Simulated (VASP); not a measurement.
# FeSi2: single point with LDA

Crystal: FeSi2.

```
Fe Si
1.0
     2.66206    0.00000    0.00000
     0.00000    2.66206    0.00000
     0.00000    0.00000    5.06544
Fe Si
1 2
Direct
  0.00000 0.00000 0.00000
  0.50000 0.50000 0.27106
  0.50000 0.50000 0.72894
```

```yaml
Program: VASP 6.6.1
Task: single point
Functional: LDA
Potentials_or_basis: VASP PAW LDA potentials, release 64 (Fe, Si)
Cutoff: 520 eV
k_mesh: 16 × 16 × 8
Occupations: fermi-dirac, width 0.15 eV
Spin: no spin polarisation
```

- Pressure: 0.6 GPa
- Largest force: 0.035 eV/Å
- Band gap on the k mesh: zero (bands 8 and 9 overlap by 0.33 eV)

Forces on the atoms (eV/Å):
```
Fe   0.000  0.000  0.000
Si   0.000  0.000  0.035
Si   0.000  0.000 -0.035
```

Levels at points of the mesh, in eV from the Fermi level:
```
           k point  band 6  band 7  band 8  band 9  band 10  band 11
(0.00, 0.00, 0.00)   -1.50   -1.50   -0.58    4.70     4.70     6.78
(0.50, 0.00, 0.00)   -3.23   -2.08   -1.07    0.17     1.64     2.43
(0.50, 0.50, 0.00)   -3.20   -2.26    0.22    0.70     2.73     3.09
(0.00, 0.00, 0.50)   -1.55   -1.55   -0.58    2.70     5.88     5.88
(0.50, 0.00, 0.50)   -2.46   -2.07   -1.08    0.68     2.52     5.08
(0.50, 0.50, 0.50)   -3.24   -1.78    0.22    0.46     0.46     1.23
```

Run time: 37 s on 1 thread of Intel(R) Xeon(R) 6975P-C (Granite Rapids) (shared host), peak memory 0.23 GiB.

Caveat: the run has no spin polarisation, though such a crystal can be magnetic. Spin polarisation is off, so any magnetic state and its effect on volume and gap are missing.
